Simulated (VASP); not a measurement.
Here is a VASP 6.6.1 calculation.

File INCAR:

```
PREC = Accurate
ENCUT = 600
EDIFF = 1E-8
ISMEAR = 0
SIGMA = 0.01
LREAL = False
LASPH = True
NELM = 120
ALGO = Normal
ISIF = 3
LWAVE = False
LCHARG = False
GGA = PE
IBRION = 6
NFREE = 2
POTIM = 0.015
NSW = 1
GGA_COMPAT = False
```

Contents of KPOINTS:

```
regular mesh
0
Gamma
  12 12 12
```

File POSCAR:

```
BN
1.0
    0.0000000000      1.8120428284      1.8120428284
    1.8120428284      0.0000000000      1.8120428284
    1.8120428284      1.8120428284      0.0000000000
B N
1 1
Direct
    0.0000000000      0.0000000000      0.0000000000
    0.2500000000      0.2500000000      0.2500000000
```

Potentials or basis: VASP PAW PBE potentials, release 64 (B, N).

Run with:

```bash
$ cat potpaw_PBE.64/B/POTCAR potpaw_PBE.64/N/POTCAR > POTCAR
$ mpirun -np 1 vasp_std > vasp.out
```

(1) Predict the elastic constants C11, C12, C44.

(2) Estimate the Voigt bulk modulus.

(3) Predict the highest phonon frequency at Γ, LO-TO splitting left out.

Results:

(1) 780, 171, 444 GPa.

(2) 374 GPa.

(3) 1030 cm⁻¹.
